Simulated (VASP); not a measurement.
# Al16O in VASP: further runs

Al16O is run at these levels: PBE; tasks: single point, relaxation of the atoms.

Program: VASP 6.6.1. These are calculated values, not measurements. Logs are shortened: lines on timing, memory, paths and dates and some standing lists are left out, and cuts for length are marked.

**1. The cell of the first run**

The cell holds a slab with vacuum, 17 atoms: a = 5.714 Å, b = 8.080 Å, c = 19.743 Å, α = 90.00°, β = 90.00°, γ = 90.00°.

**2. Single point, PBE**

The input, INCAR:

```
ALGO = Normal
DIPOL = 0.5 0.5 0.322
EDIFF = 1E-7
ENCUT = 520
GGA = PE
IDIPOL = 3
ISIF = 2
ISMEAR = 0
LASPH = True
LCHARG = True
LDIPOL = True
LELF = True
LREAL = Auto
LVACPOTAV = True
LVHAR = True
LWAVE = False
NBANDS = 41
NELM = 80
PREC = Accurate
SIGMA = 0.1
```

The input, KPOINTS:

```
k-points
0
Gamma
  5 4 1
```

The input, POSCAR:

```
Al16O
1.0
    5.7135165838      0.0000000000      0.0000000000
    0.0000000000      8.0801326417      0.0000000000
    0.0000000000      0.0000000000     19.7432787023
Al O
16 1
Direct
    0.2500000000      0.2500000000      0.2026005944
    0.2500000000      0.7500000000      0.2026005944
    0.7500000000      0.2500000000      0.2026005944
    0.7500000000      0.7500000000      0.2026005944
    0.0000000000      0.0000000000      0.2749482104
    0.0000000000      0.5000000000      0.2749482104
    0.5000000000      0.0000000000      0.2749482104
    0.5000000000      0.5000000000      0.2749482104
    0.2500000000      0.2500000000      0.3495466405
    0.2500000000      0.7500000000      0.3495466405
    0.7500000000      0.2500000000      0.3495466405
    0.7500000000      0.7500000000      0.3495466405
    0.0000000000      0.0000000000      0.4175232912
    0.0000000000      0.5000000000      0.4175232912
    0.5000000000      0.0000000000      0.4175232912
    0.5000000000      0.5000000000      0.4175232912
    0.0000000000      0.0000000000      0.5016998810
```

Potentials or basis: VASP PAW PBE potentials, release 64 (Al, O).

The run is started by

```bash
$ cat potpaw_PBE.64/Al/POTCAR potpaw_PBE.64/O/POTCAR > POTCAR
$ mpirun -np 1 vasp_std > vasp.out
```

OUTCAR:

```text
EDIFF = 1E-7
   ENCUT = 520
   GGA = PE
   ISIF = 2
   ISMEAR = 0
   LASPH = True
   LREAL = Auto
   NELM = 80
   PREC = Accurate

 ion  position               nearest neighbor table
   1  0.250  0.250  0.203-   3 2.86   3 2.86   6 2.86   7 2.86   8 2.86   5 2.86   9 2.90
   2  0.250  0.750  0.203-   4 2.86   4 2.86   6 2.86   7 2.86   8 2.86   5 2.86  10 2.90
   3  0.750  0.250  0.203-   1 2.86   1 2.86   6 2.86   7 2.86   8 2.86   5 2.86  11 2.90
   4  0.750  0.750  0.203-   2 2.86   2 2.86   6 2.86   7 2.86   8 2.86   5 2.86  12 2.90
   5  0.000  0.000  0.275-  13 2.81   7 2.86   7 2.86   4 2.86   1 2.86   2 2.86   3 2.86  11 2.88
                            12 2.88   9 2.88  10 2.88
   6  0.000  0.500  0.275-  14 2.81   8 2.86   8 2.86   4 2.86   1 2.86   2 2.86   3 2.86  11 2.88
                            12 2.88   9 2.88  10 2.88
   7  0.500  0.000  0.275-  15 2.81   5 2.86   5 2.86   4 2.86   1 2.86   2 2.86   3 2.86  11 2.88
                            12 2.88   9 2.88  10 2.88
   8  0.500  0.500  0.275-  16 2.81   6 2.86   6 2.86   4 2.86   1 2.86   2 2.86   3 2.86  11 2.88
                            12 2.88   9 2.88  10 2.88
   9  0.250  0.250  0.350-  13 2.81  14 2.81  15 2.81  16 2.81  11 2.86  11 2.86   7 2.88   8 2.88
                             5 2.88   6 2.88   1 2.90
  10  0.250  0.750  0.350-  13 2.81  14 2.81  15 2.81  16 2.81  12 2.86  12 2.86   7 2.88   8 2.88
                             5 2.88   6 2.88   2 2.90
  11  0.750  0.250  0.350-  13 2.81  14 2.81  15 2.81  16 2.81   9 2.86   9 2.86   7 2.88   8 2.88
                             5 2.88   6 2.88   3 2.90
  12  0.750  0.750  0.350-  13 2.81  14 2.81  15 2.81  16 2.81  10 2.86  10 2.86   7 2.88   8 2.88
                             5 2.88   6 2.88   4 2.90
  13  0.000  0.000  0.418-  17 1.66  10 2.81  11 2.81  12 2.81   9 2.81   5 2.81  15 2.86  15 2.86

  14  0.000  0.500  0.418-   9 2.81  10 2.81  11 2.81  12 2.81   6 2.81  16 2.86  16 2.86
  15  0.500  0.000  0.418-   9 2.81  10 2.81  11 2.81  12 2.81   7 2.81  13 2.86  13 2.86
  16  0.500  0.500  0.418-   9 2.81  10 2.81  11 2.81  12 2.81   8 2.81  14 2.86  14 2.86
  17  0.000  0.000  0.502-  13 1.66

  LATTYP: Found a simple orthorhombic cell.
 ALAT       =     5.7135165838
 B/A-ratio  =     1.4142135624
 C/A-ratio  =     3.4555388810

  Lattice vectors:

 A1 = (   5.7135165838,   0.0000000000,   0.0000000000)
 A2 = (   0.0000000000,   8.0801326417,   0.0000000000)
 A3 = (   0.0000000000,   0.0000000000,  19.7432787023)

Analysis of symmetry for initial positions (statically):
=====================================================================
 Subroutine PRICEL returns:
 Original cell was already a primitive cell.

 Routine SETGRP: Setting up the symmetry group for a
 simple orthorhombic supercell.

 Subroutine GETGRP returns: Found  4 space group operations
 (whereof  4 operations were pure point group operations)
 out of a pool of  8 trial point group operations.

The static configuration has the point symmetry C_2v.

Analysis of symmetry for dynamics (positions and initial velocities):
=====================================================================
 Subroutine PRICEL returns:
 Original cell was already a primitive cell.

 Routine SETGRP: Setting up the symmetry group for a
 simple orthorhombic supercell.

 Subroutine GETGRP returns: Found  4 space group operations
 (whereof  4 operations were pure point group operations)
 out of a pool of  8 trial point group operations.

The dynamic configuration has the point symmetry C_2v.

 Subroutine INISYM returns: Found  4 space group operations
 (whereof  4 operations are pure point group operations),
 and found     1 'primitive' translations

----------------------------------------------------------------------------------------

                                     Primitive cell

  volume of cell :     911.4676

  direct lattice vectors                    reciprocal lattice vectors
     5.713516584  0.000000000  0.000000000     0.175023558  0.000000000  0.000000000
     0.000000000  8.080132642  0.000000000     0.000000000  0.123760345  0.000000000
     0.000000000  0.000000000 19.743278702     0.000000000  0.000000000  0.050650149

  length of vectors
     5.713516584  8.080132642 19.743278702     0.175023558  0.123760345  0.050650149

  position of ions in fractional coordinates (direct lattice)
     0.250000000  0.250000000  0.202600594
     0.250000000  0.750000000  0.202600594
     0.750000000  0.250000000  0.202600594
     0.750000000  0.750000000  0.202600594
     0.000000000  0.000000000  0.274948210
     0.000000000  0.500000000  0.274948210
[... 9 lines left out ...]
     0.500000000  0.500000000  0.417523291
     0.000000000  0.000000000  0.501699881

  ion indices of the primitive-cell ions
   primitive index   ion index
                 1           1
                 2           2
                 3           3
                 4           4
                 5           5
                 6           6
[... 9 lines left out ...]
                16          16
                17          17

----------------------------------------------------------------------------------------

 KPOINTS: k-points

Automatic generation of k-mesh.
 Grid dimensions read from file:
 generate k-points for:    5    4    1

 Generating k-lattice:

  Cartesian coordinates                     Fractional coordinates (reciprocal lattice)
     0.035004712  0.000000000  0.000000000     0.200000000  0.000000000  0.000000000
     0.000000000  0.030940086  0.000000000     0.000000000  0.250000000  0.000000000
     0.000000000  0.000000000  0.050650149     0.000000000  0.000000000  1.000000000

  Length of vectors
     0.035004712  0.030940086  0.050650149

  Shift w.r.t. Gamma in fractional coordinates (k-lattice)
     0.000000000  0.000000000  0.000000000

 Subroutine IBZKPT returns following result:
 ===========================================

 Found      9 irreducible k-points:

 Following reciprocal coordinates:
            Coordinates               Weight
  0.000000  0.000000  0.000000      1.000000
  0.200000  0.000000  0.000000      2.000000
  0.400000  0.000000  0.000000      2.000000
  0.000000  0.250000  0.000000      2.000000
  0.200000  0.250000  0.000000      4.000000
  0.400000  0.250000  0.000000      4.000000
  0.000000  0.500000  0.000000      1.000000
  0.200000  0.500000  0.000000      2.000000
  0.400000  0.500000  0.000000      2.000000
   k-points           NKPTS =      9   k-points in BZ     NKDIM =      9   number of bands    NBANDS=     41
   number of dos      NEDOS =    301   number of ions     NIONS =     17
   total plane-waves  NPLWV = 378000
   dimension x,y,z NGX =    42 NGY =   60 NGZ =  150
   dimension x,y,z NGXF=    84 NGYF=  120 NGZF=  300
   ions per type =              16   1
   NGX,Y,Z   is equivalent  to a cutoff of  12.22, 12.34, 12.63 a.u.
   NGXF,Y,Z  is equivalent  to a cutoff of  24.44, 24.69, 25.26 a.u.
 SYSTEM =  unknown system
   PREC   = accura    normal or accurate (medium, high low for compatibility)
   ISTART =      0    job   : 0-new  1-cont  2-samecut
   ICHARG =      2    charge: 1-file 2-atom 10-const
   ISPIN  =      1    spin polarized calculation?
   LNONCOLLINEAR =      F non collinear calculations
   LSORBIT =      F    spin-orbit coupling
   LASPH  =      T    aspherical Exc in radial PAW
   ENCUT  =  520.0 eV  38.22 Ry    6.18 a.u.  10.62 15.02 36.71*2*pi/ulx,y,z
   NELM   =     80;   NELMIN=  2; NELMDL= -5     # of ELM steps
   EDIFF  = 0.1E-06   stopping-criterion for ELM
   LREAL  =      T    real-space projection
   EDIFFG = 0.1E-05   stopping-criterion for IOM
   NSW    =      0    number of steps for IOM
   IBRION =     -1    ionic relax: 0-MD 1-quasi-New 2-CG
   NFREE  =      0    steps in history (QN), initial steepest desc. (CG)
   ISIF   =      2    stress and relaxation
   ISYM   =      2    0-nonsym 1-usesym 2-fastsym
   POTIM  = 0.5000    time-step for ionic-motion
   TEBEG  =    0.0;   TEEND  =   0.0 temperature during run
   PSTRESS=    0.0 pullay stress
   NELECT =      54.0000    total number of electrons
   NUPDOWN=      -1.0000    fix difference up-down
   EMIN   =  10.00;   EMAX   =-10.00  energy-range for DOS
   EFERMI =   0.00;   METHOD = LEGACY
   ISMEAR =     0;   SIGMA  =   0.10  broadening in eV -4-tet -1-fermi 0-gaus
   EFERMI_NEDOS =   21; number of points for ismear=-14 and -15
   IALGO  =     38    algorithm
   IMIX   =      4    mixing-type and parameters
     AMIX     =   0.40;   BMIX     =  1.00
     AMIX_MAG =   1.60;   BMIX_MAG =  1.00
  volume/ion in A,a.u.               =      53.62       361.82
  Fermi-wavevector in a.u.,A,eV,Ry     =   0.638203  1.206029  5.541699  0.407303
  Thomas-Fermi vector in A             =   1.703466
   LORBIT       =      0    0 simple, 1 ext, 2 COOP (PROOUT), +10 PAW based schemes
   GGA     = PE    functional components
   LHFCALC =     F    Hartree Fock is set to
   AEXX    =    0.0000 exact exchange contribution
   IVDW    =     0    specifies the selected vdW correction
   LEPSILON=     F    determine dielectric tensor
   LRPA    =     F    only Hartree local field effects (RPA)
 non-spin polarized calculation
 Gauss-broadening in eV      SIGMA  =   0.10
  energy-cutoff  :      520.00
  volume of cell :      911.47
 maximum number of plane-waves:     24626
   NGX = 21   NGY = 31   NGZ = 73

 dipolmoment           0.000000      0.000000     -0.011765 electrons x Angstroem

 number of electron      53.9999994 magnetization

 dipolmoment           0.000000      0.000000      0.478305 electrons x Angstroem

 Free energy of the ion-electron system (eV)
  ---------------------------------------------------
  ext. energy  EPLUGINS =         0.00000000
  ---------------------------------------------------
  free energy    TOTEN  =       -61.08070271 eV

  energy without entropy =      -61.06253758  energy(sigma->0) =      -61.07162014

 E-fermi :  -1.1172     XC(G=0):  -4.0760

 val. band max:       -1.1321289781   @ k =   0.0000   0.2500   0.0000
 cond. band min:      -1.0758818791   @ k =   0.0000   0.2500   0.0000
 fundamental gap:      0.0562470989
 Fermi energy:        -1.1172126187

 k-point     1 :       0.0000    0.0000    0.0000
  band No.  band energies     occupation
      1     -17.2468      2.00000
      2     -11.2787      2.00000
      3      -9.0946      2.00000
      4      -9.0455      2.00000
      5      -8.7804      2.00000
      6      -6.8748      2.00000
[... 31 lines left out ...]
     38       1.2222      0.00000
     39       1.2688      0.00000

 k-point     2 :       0.2000    0.0000    0.0000
  band No.  band energies     occupation
      1     -17.2461      2.00000
      2     -11.0988      2.00000
      3      -8.9177      2.00000
      4      -8.8678      2.00000
      5      -8.6078      2.00000
      6      -8.4247      2.00000
[... 31 lines left out ...]
     38       1.4096      0.00000
     39       1.4755      0.00000

 k-point     3 :       0.4000    0.0000    0.0000
  band No.  band energies     occupation
      1     -17.2451      2.00000
      2     -10.5605      2.00000
      3      -9.6678      2.00000
      4      -8.3886      2.00000
      5      -8.3359      2.00000
      6      -8.0816      2.00000
[... 202 lines left out ...]
 k-point     8 :       0.2000    0.5000    0.0000
  band No.  band energies     occupation
      1     -17.2461      2.00000
      2     -10.5618      2.00000
      3     -10.5190      2.00000
      4      -8.1566      2.00000
      5      -8.0364      2.00000
      6      -7.8934      2.00000
[... 31 lines left out ...]
     38       1.2990      0.00000
     39       1.6363      0.00000

 k-point     9 :       0.4000    0.5000    0.0000
  band No.  band energies     occupation
      1     -17.2451      2.00000
      2     -10.0236      2.00000
      3      -9.9848      2.00000
      4      -9.1316      2.00000
      5      -9.0982      2.00000
      6      -7.6236      2.00000
[... 31 lines left out ...]
     38       1.6876      0.00000
     39       1.9258      0.00000
 [bands above 39 left out]

------------------------ aborting loop because EDIFF is reached ----------------------------------------

  FORCE on cell =-STRESS in cart. coord.  units (eV):
  Direction    XX          YY          ZZ          XY          YZ          ZX
  --------------------------------------------------------------------------------------
  -------------------------------------------------------------------------------------
  Total      -13.1497241     -2.4187452     -0.5638886      0.0000000      0.0000000      0.0000000
  in kB      -23.1145778     -4.2516690     -0.9912030      0.0000000      0.0000000      0.0000000
  external PRESSURE =      -9.4524833 kB  Pullay stress =       0.0000000 kB

 VOLUME and BASIS-vectors are now :
 -----------------------------------------------------------------------------
  energy-cutoff  :      520.00
  volume of cell :      911.47
      direct lattice vectors                 reciprocal lattice vectors
     5.713516584  0.000000000  0.000000000     0.175023558  0.000000000  0.000000000
     0.000000000  8.080132642  0.000000000     0.000000000  0.123760345  0.000000000
     0.000000000  0.000000000 19.743278702     0.000000000  0.000000000  0.050650149

 POSITION                                       TOTAL-FORCE (eV/Angst)
 -----------------------------------------------------------------------------------
      1.42838      2.02003      4.00000        -0.040370      0.042223      0.227501
      1.42838      6.06010      4.00000        -0.040370     -0.042223      0.227501
      4.28514      2.02003      4.00000         0.040370      0.042223      0.227501
      4.28514      6.06010      4.00000         0.040370     -0.042223      0.227501
      0.00000      0.00000      5.42838         0.000000      0.000000     -0.176950
      0.00000      4.04007      5.42838         0.000000      0.000000     -0.248793
[... 9 lines left out ...]
      2.85676      4.04007      8.24328         0.000000      0.000000      0.039579
      0.00000      0.00000      9.90520         0.000000      0.000000      0.069562
 -----------------------------------------------------------------------------------
    total drift:                               -0.000000      0.000000     -0.006422

  FREE ENERGIE OF THE ION-ELECTRON SYSTEM (eV)
  ---------------------------------------------------
  free  energy   TOTEN  =       -61.0807027076 eV

  energy  without entropy=      -61.0625375774  energy(sigma->0) =      -61.07162014

 vacuum level on the upper side and lower side of the slab         4.888         3.013
```

Run time: 18 min. Hardware: 1 thread of Intel Xeon Platinum 8259CL at 2.50GHz (Skylake/Cascade Lake), shared host; peak memory 0.82 GiB.

What came out:

- Free energy: -61.0807 eV
- Largest force: 0.283 eV/Å
- Band gap on the k mesh: zero (bands 27 and 28 overlap by 0.67 eV)

Forces on the atoms (eV/Å):
```
Al  -0.040  0.042  0.228
Al  -0.040 -0.042  0.228
Al   0.040  0.042  0.228
Al   0.040 -0.042  0.228
Al   0.000  0.000 -0.177
Al   0.000  0.000 -0.249
Al   0.000  0.000 -0.283
Al   0.000  0.000 -0.217
Al   0.048 -0.024 -0.099
Al   0.048  0.024 -0.099
Al  -0.048 -0.024 -0.099
Al  -0.048  0.024 -0.099
Al   0.000  0.000 -0.018
Al   0.000  0.000  0.092
Al   0.000  0.000  0.229
Al   0.000  0.000  0.040
O    0.000  0.000  0.070
```

(Part 1 of 2 ends here.)

The gap in the log of VASP goes by the Fermi energy; the results here count the filled bands.